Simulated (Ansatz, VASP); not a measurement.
TiAl: VASP beside Ansatz

POSCAR

```
TiAl
1.0
    3.1790640000      0.0834504300      0.0000000000
    0.0834504300      3.1790640000      0.0000000000
    0.0000000000      0.0000000000      3.1790640000
Ti Al
1 1
Direct
    0.0000000000      0.0000000000      0.0000000000
    0.5000000000      0.5000000000      0.5000000000
```

File INCAR.step1:

```
SYSTEM = TiAl
PREC = Accurate
ENCUT = 520
ISMEAR = 0
SIGMA = 0.15
LREAL = .FALSE.
LASPH = .TRUE.
NELM = 60
NBANDS = 14
GGA = PE
ALGO = Normal
EDIFF = 1E-4
LWAVE = .TRUE.
LCHARG = .FALSE.
```

Contents of INCAR.step2:

```
SYSTEM = TiAl
PREC = Accurate
ENCUT = 520
EDIFF = 1E-6
ISMEAR = 0
SIGMA = 0.15
LREAL = .FALSE.
LASPH = .TRUE.
NELM = 60
ALGO = Normal
ISIF = 2
LWAVE = .FALSE.
LCHARG = .TRUE.
METAGGA = R2SCAN
LMIXTAU = .TRUE.
LELF = .TRUE.
LVHAR = .TRUE.
NBANDS = 14
ISTART = 1
```

Contents of KPOINTS:

```
regular mesh
0
G
  16 16 16
  0 0 0
```

Input for Ansatz:

```yaml
crystal:
  lattice:
    - [3.179064, 0.08345043, 0.0]
    - [0.08345043, 3.179064, 0.0]
    - [0.0, 0.0, 3.179064]
  atoms:
    - { symbol: Ti, position: [0.0, 0.0, 0.0] }
    - { symbol: Al, position: [0.5, 0.5, 0.5] }
basis:
  ecutwfc: 500
kpoints:
  mp_grid: { grid: [16, 16, 16] }
hamiltonian:
  xc: r2scan
scf:
  occupations: { method: gaussian, width: 0.15 }
output:
  forces: true
  stress: true
  eigenvalues: true
```

Change from the starting cell: strain +0.0525 x Voigt [0, 0, 0, 0, 0, 1], atoms carried along.

Alike in both runs: task single point; functional r2SCAN; k mesh 16 × 16 × 16; occupations gaussian, width 0.15 eV; no spin polarisation.

|  | VASP | Ansatz |
| --- | --- | --- |
| version | VASP 6.6.1 | Ansatz 0.2.0 |
| potentials or method | VASP PAW PBE potentials, release 64 (Ti_sv, Al), cutoff 520 eV | scalar-relativistic, plane waves, PAW |
| valence electrons in the cell | 15 | 15 |

Ansatz gave:

```
gap on the k mesh at the Fermi level (eV)                     : none
pressure (GPa)                                                : -0.4
traceless stress, the component that is largest in VASP (GPa) : -4.17
```

Task: What did VASP give for the same quantities?

Result: gap on the k mesh at the Fermi level (eV): none; pressure (GPa): -0.3; traceless stress, the component that is largest in VASP (GPa): -4.15.

VASP's potentials were made for PBE, not for r2SCAN. A gap of «none» marks a metal or a gap that the smearing closes. With one functional, cell and mesh, what is left measures potentials, basis and numerics.
